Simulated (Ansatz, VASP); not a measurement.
**Two plane-wave programs on SiC**

```
Si C
1.0
     0.00352    2.16055    2.16055
     2.16055    0.00352    2.16055
     2.16055    2.16055    0.00352
Si C
1 1
Direct
  0.00010 0.00010 0.00010
  0.24990 0.24990 0.24990
```

Change from the starting cell: strained cell.

Alike in both runs: functional PBE; k mesh 9 × 9 × 9; occupations gaussian, width 0.02 eV; no spin polarisation.

Ansatz relaxed the structure, and its values are those at the end. VASP's run is a single point on that final structure, the one shown.

|  | VASP | Ansatz |
| --- | --- | --- |
| version | VASP 6.6.1 | Ansatz 0.2.0 |
| potentials or method | VASP PAW PBE potentials, release 64 (Si, C), cutoff 600 eV | scalar-relativistic, plane waves, PAW |
| valence electrons in the cell | 8 | 8 |

VASP gave:

| Item | Value |
| --- | --- |
| gap on the k mesh at the Fermi level (eV) | 1.47 |
| least direct gap on the mesh (eV) | 4.64 |
| pressure (GPa) | 9.7 |

Task: Estimate Ansatz's values.

Result: gap on the k mesh at the Fermi level (eV): 1.47; least direct gap on the mesh (eV): 4.64; pressure (GPa): 9.9.

Ansatz's warnings: stress scf threshold loose.
